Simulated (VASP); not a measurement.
Here is a VASP 6.6.1 calculation.

Contents of INCAR:

```
ALGO = Normal
EDIFF = 1E-6
ENCUT = 520
ISIF = 2
ISMEAR = -1
LASPH = True
LCHARG = False
LREAL = False
LWAVE = False
NBANDS = 16
NELM = 80
PREC = Accurate
SIGMA = 0.08
```

KPOINTS

```
k-points
0
Gamma
  5 9 9
```

File POSCAR:

```
C
1.0
    2.4560574228      1.4180054142      6.6940228996
   -1.2280287114      0.7090027071      3.3470114498
    0.0000000000     -1.4180054142      3.3470114498
C
4
Direct
    0.4185559439      0.8318563104      0.8382189226
    0.9201721504      0.8430655005      0.8403591421
    0.0793923209      0.1518133063      0.1847346867
    0.5839707307      0.1610790089      0.1768491916
```

Potentials or basis: VASP PAW LDA potentials, release 64 (C).

Launch:

```console
$ cat potpaw_LDA.64/C/POTCAR > POTCAR
$ mpirun -np 1 vasp_std > vasp.out
```

**Question.** What does it give for the pressure?

**Answer.** -2.9 GPa.

**Question.** What does it give for the band gap on the k mesh?

**Answer.** 0.25 eV.

**Question.** What does it give for the largest force?

**Answer.** 2.675 eV/Å.

Stress tensor (GPa, compression positive):
```
-6.34  0.65  0.35
 0.65 -1.26 -0.92
 0.35 -0.92 -1.02
```

Caveat: forces of over 1 eV/Å act on the atoms, so gaps and moduli don't describe the material at rest. A k mesh can miss the band edges.
